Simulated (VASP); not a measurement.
Wanted: the native input for a VASP 6.6.1 run.

```
Task                   : single point
Functional             : PBE
Potentials or basis    : VASP PAW PBE potentials, release 64 (Al)
Cutoff                 : 520 eV
k mesh                 : 3 × 3 × 3
Occupations            : gaussian, width 0.15 eV
Spin                   : no spin polarisation
Dipole correction      : no
Further INCAR settings : LREAL = Auto; ALGO = Normal; EDIFF = 1e-06; NBANDS = 68
```

The structure of Al (a cell with a defect) lies in POSCAR:

```
Al
1.0
    8.1000000000      0.0000000000      0.0000000000
    0.0000000000      8.1000000000      0.0000000000
    0.0000000000      0.0000000000      8.1000000000
Al
31
Direct
    0.7438309877      0.2457144444     -0.0002983951
    0.7466393827     -0.0014255556      0.2453829630
    0.0068313580      0.0039270370     -0.0002961728
    0.3753095062      0.1248290123     -0.0002930864
    0.4962262963      0.4933269136     -0.0002924691
    0.7489506173      0.7512120988     -0.0002954321
    0.2438877778     -0.0066298765      0.2678687654
    0.5067718519      0.2562681481      0.2678633333
    0.7515650617      0.5010539506      0.2502435802
    0.5026088889     -0.0024574074      0.4997054321
    0.7590256790      0.2508667901      0.4997008642
    0.7466366667     -0.0014319753      0.7540211111
    0.0017112346      0.4984401235     -0.0002933333
    0.2544385185      0.7563113580     -0.0002908642
    0.0040290123      0.2510729630      0.2453814815
    0.2490803704      0.4961282716      0.2453896296
    0.5015909877      0.7535156790      0.2453854321
   -0.0083737037     -0.0012190123      0.4997029630
    0.2480492593      0.2520927160      0.4997059259
    0.5013711111      0.5085193827      0.4997082716
    0.7503013580      0.7498503704      0.4997040741
    0.2438795062     -0.0066233333      0.7315451852
    0.5067725926      0.2562635802      0.7315466667
    0.7515582716      0.5010574074      0.7491664198
   -0.0009000000      0.7485900000      0.2502474074
    0.0003593827      0.4997918519      0.4997064198
    0.2492917284      0.7411171605      0.4997116049
    0.0040154321      0.2510743210      0.7540243210
    0.2490769136      0.4961182716      0.7540314815
    0.5015809877      0.7535169136      0.7540288889
   -0.0009008642      0.7485871605      0.7491643210
```

One way to write it, as run:

INCAR

```
SYSTEM = Al
PREC = Accurate ; ENCUT = 520
EDIFF = 1E-6 ; ISMEAR = 0
SIGMA = 0.15 ; LREAL = Auto
LASPH = .True. ; NELM = 60
ALGO = Normal ; ISIF = 2
LWAVE = .False. ; LCHARG = .True.
GGA = PE ; LELF = .True.
LVHAR = .True. ; NBANDS = 68
```

KPOINTS

```
regular mesh
0
Gamma
  3 3 3
  0 0 0
```

Potentials or basis: VASP PAW PBE potentials, release 64 (Al).

The run is started by

```bash
$ cat potpaw_PBE.64/Al/POTCAR > POTCAR
$ mpirun -np 1 vasp_std > vasp.out
```

It gave:

| Quantity | Value |
| --- | --- |
| Pressure | -0.7 GPa |
| Largest force | 0.012 eV/Å |

Run time: 14 min on 1 thread of Oxide Virtual Turin-like Processor, with other jobs on the host, peak memory 0.59 GiB.
